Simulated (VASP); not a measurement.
Write the native input for VASP 6.6.1 that does the following.

```
Task                   : single point
Functional             : PBE
Potentials or basis    : VASP PAW PBE potentials, release 64 (Li_sv, Al, Si, Ca_sv, Zn)
Cutoff                 : 520 eV
k mesh                 : 2 × 2 × 2, shifted
Occupations            : gaussian, width 0.1 eV
Spin                   : no spin polarisation
Dipole correction      : no
Further INCAR settings : LREAL = Auto; ALGO = Normal; EDIFF = 1e-06; NBANDS = 80; ISYM = 0
```

The structure of LiCaAlZnSi lies in POSCAR:

```
LiCaAlZnSi
1.0
   -5.5009999197      5.5633562706     -1.3824596261
   -5.1123048596     -1.4493673082      4.1965480439
    1.8650619148      5.8293812958      4.8512681292
Li Al Si Ca Zn
4 4 4 4 4
Direct
    0.2412503026      0.0942306862      0.6119415768
    0.1329988904      0.7050438464      0.6029178586
    0.1044568957      0.4334464625      0.8496041827
    0.9004283091      0.2141551942      1.0585169394
    0.1848380338      0.8772076713      0.9258988803
    0.1093811109      0.6133244903      0.1736366677
    0.2088530522      0.2043607616      0.1270169266
    0.4793974226      1.0407825754      0.8320636749
    0.6768378724      0.0061097711      0.0519077324
    0.6246364680      0.3654857187      0.2889660027
    0.4867239327      0.7352163859      0.6391269913
    0.9015569677      0.0373654728      0.7783613347
    0.5324318610      0.4453279863      0.9427553101
    0.4022108807      0.8083670903      0.2699918991
   -0.1133422772      0.3954707070      0.4968851700
    0.7685560299      0.9479939932      0.4332267518
    0.7988738979      0.6166664660      0.1367613341
    0.2985222182      0.3796181859      0.3636605074
    0.4559216868      0.3597207580      0.6082157884
    0.7893382250      0.7102427082      0.8016024960
```

These files were run (other wordings do the same):

INCAR

```
ALGO     = Normal         # electronic algorithm
EDIFF    = 1E-6           # SCF threshold, eV
ENCUT    = 520            # plane-wave cutoff, eV
GGA      = PE             # functional
ISIF     = 2              # what is computed and relaxed
ISMEAR   = 0              # smearing method
ISYM     = 0            
LASPH    = T              # aspherical terms in the spheres
LCHARG   = T              # write CHGCAR
LELF     = T              # ELF
LREAL    = Auto         
LVHAR    = T            
LWAVE    = F              # write WAVECAR
NBANDS   = 80             # bands
NELM     = 60             # most SCF steps
PREC     = Accurate       # precision mode
SIGMA    = 0.1            # smearing width, eV
```

KPOINTS

```
Automatic mesh
0
Gamma
  2 2 2
  0.5 0.5 0.5
```

Potentials or basis: VASP PAW PBE potentials, release 64 (Li_sv, Al, Si, Ca_sv, Zn).

Run with:

```console
$ cat potpaw_PBE.64/Li_sv/POTCAR potpaw_PBE.64/Al/POTCAR potpaw_PBE.64/Si/POTCAR potpaw_PBE.64/Ca_sv/POTCAR potpaw_PBE.64/Zn/POTCAR > POTCAR
$ mpirun -np 1 vasp_std > vasp.out
```

It gave:

| Item | Value |
| --- | --- |
| Largest force | 0.025 eV/Å |
| Band gap on the k mesh | 0.48 eV (least direct gap 0.49 eV) |

Caveat: a shifted mesh leaves out Γ, where band edges can lie.

Wall time 110 s on 1 thread of Intel(R) Xeon(R) 6975P-C (Granite Rapids), on a shared host, peak memory 0.47 GiB.
